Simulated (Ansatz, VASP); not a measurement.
**One calculation of TiSi, two programs**

```
Ti Si
1.0
     0.00000    2.37329    2.37329
     2.37329    0.00000    2.37329
     2.37329    2.37329    0.00000
Ti Si
1 1
Direct
  0.00000 0.00000 0.00000
  0.50000 0.50000 0.50000
```

Alike in both runs: task relaxation of cell and atoms; functional r2SCAN; k mesh 8 × 8 × 8; occupations gaussian, width 0.1 eV; no spin polarisation.

```csv
,VASP,Ansatz
version,VASP 6.6.1,Ansatz 0.2.0
potentials or method,"VASP PAW PBE potentials, release 64 (Ti_sv, Si), cutoff 600 eV","scalar-relativistic, plane waves, PAW"
valence electrons in the cell,16,16
```

VASP gave:

```
gap on the k mesh at the Fermi level, each at its own relaxed structure (eV)  : none
relaxed volume (Å³/atom)                                                      : 16.51
relaxed length of the cell vector where the two differ most in proportion (Å) : 3.601
```

Q: Estimate Ansatz's values.

A: gap on the k mesh at the Fermi level, each at its own relaxed structure (eV): none; relaxed volume (Å³/atom): 16.44; relaxed length of the cell vector where the two differ most in proportion (Å): 3.596.

VASP's potentials were made for PBE, not for r2SCAN. A gap of «none» marks a metal or a gap that the smearing closes.

Noted on VASP's run: the volume moved by over 15 % at a fixed basis, so the end points are rough.
